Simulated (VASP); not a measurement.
Input of a VASP 6.6.1 run:

Contents of INCAR:

```
SYSTEM = ScB2
PREC = Accurate ; ENCUT = 520
EDIFF = 1E-8 ; ISMEAR = -1
SIGMA = 0.03 ; LREAL = .FALSE.
LASPH = .TRUE. ; NELM = 60
ALGO = Normal ; ISIF = 2
LWAVE = .FALSE. ; LCHARG = .FALSE.
GGA = PS ; LEFG = .TRUE.
NBANDS = 16
```

The input KPOINTS:

```
Automatic mesh
0
G
  12 12 9
  0 0 0
```

Contents of POSCAR:

```
ScB2
1.0
    3.2117803809      0.0000000000      0.0000000000
   -1.6058901905      2.7814834013      0.0000000000
    0.0000000000      0.0000000000      3.5890371349
Sc B
1 2
Direct
    0.0000000000      0.0000000000      0.0000000000
    0.3333333333      0.6666666667      0.5000000000
    0.6666666667      0.3333333333      0.5000000000
```

Potentials or basis: VASP PAW PBE potentials, release 64 (Sc_sv, B).

Command:

```console
$ cat potpaw_PBE.64/Sc_sv/POTCAR potpaw_PBE.64/B/POTCAR > POTCAR
$ mpirun -np 1 vasp_std > vasp.out
```

**Question.** What does it give for the pressure?

**Answer.** -14.0 GPa.

Electric field gradients, principal values (V/Å²):
```tsv
atom	least	middle	greatest (by size)
1 Sc	-6.053	-6.054	12.107
2 B	-3.397	-3.398	6.795
3 B	-3.397	-3.398	6.795
```

Caveat: without QUAD_EFG the Cq values of the log hold for a quadrupole moment of 1 mb, not for the nuclei; the PAW data sets were made with another functional, which shifts forces and pressure a little.
